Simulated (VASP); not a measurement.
Here is a VASP 6.6.1 calculation.

File INCAR:

```
PREC = Accurate
ENCUT = 520
EDIFF = 1E-7
ISMEAR = 0
SIGMA = 0.1
LREAL = False
LASPH = True
NELM = 100
ALGO = Normal
ISIF = 2
LWAVE = False
LCHARG = False
LDIPOL = True
IDIPOL = 3
DIPOL = 0.5 0.5 0.508
GGA = PE
IBRION = 2
NSW = 90
EDIFFG = -0.03
```

KPOINTS

```
Automatic mesh
0
Gamma
  12 12 1
```

Contents of POSCAR:

```
CuPd4
1.0
    2.7876806211      0.0000000000      0.0000000000
   -1.3938403105      2.4142022355      0.0000000000
    0.0000000000      0.0000000000     25.8283950875
Pd Cu
4 1
Selective dynamics
Direct
    0.6666666667      0.3333333333      0.3290951673  F F F
    0.3333333333      0.6666666667      0.4172203368  F F F
    0.0000000000      0.0000000000      0.5046895516  T T T
    0.6666666667      0.3333333333      0.5928982901  T T T
    0.6666666667      0.3333333333      0.6982087436  T T T
```

Potentials or basis: VASP PAW PBE potentials, release 64 (Pd, Cu).

Run with:

```sh
$ cat potpaw_PBE.64/Pd/POTCAR potpaw_PBE.64/Cu/POTCAR > POTCAR
$ mpirun -np 1 vasp_std > vasp.out
```

(1) What does it give for the energy gained by relaxing?

(2) Estimate the band gap on the k mesh.

Results:

(1) 19.3 meV/atom.

(2) zero (an odd number of electrons rules out a gap without spin polarisation).

Caveat: the highest band is partly filled, so the run has too few bands.
